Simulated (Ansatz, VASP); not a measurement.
## PbS: VASP beside Ansatz

```
Pb S
1.0
     2.94050   -2.90000    0.00000
     2.94050    2.90000    0.00000
    -1.08005    0.00000   11.47510
Pb S
2 2
Direct
  0.77560 0.77560 0.63638
  0.22440 0.22440 0.36362
  0.26840 0.26840 0.59860
  0.73160 0.73160 0.40140
```

Change from the starting cell: zz strain of -2 %, crystal datasets.

Alike in both runs: task electric field gradients; functional PBE; k mesh 7 × 7 × 3; occupations fermi-dirac, width 0.01 eV; no spin polarisation.

|  | VASP | Ansatz |
| --- | --- | --- |
| version | VASP 6.6.1 | Ansatz 0.2.0 |
| potentials or method | VASP PAW PBE potentials, release 64 (Pb_d, S), cutoff 520 eV | all-electron PAW with datasets made for the slab, scalar-relativistic |

```csv
,VASP,Ansatz,Ansatz less VASP
gap on the k mesh at the Fermi level (eV),1.36,1.37,+0.004
rms of the force components (eV/Å),0.085,0.083,-0.0022
size of Vzz on the site where it differs most (V/Å²),203.2,200.0,-3.23
```

Atom by atom the forces differ by 0.002 eV/Å (rms over components). Ansatz ran all-electron here, and VASP with PAW potentials.

Spin-orbit coupling is off throughout.
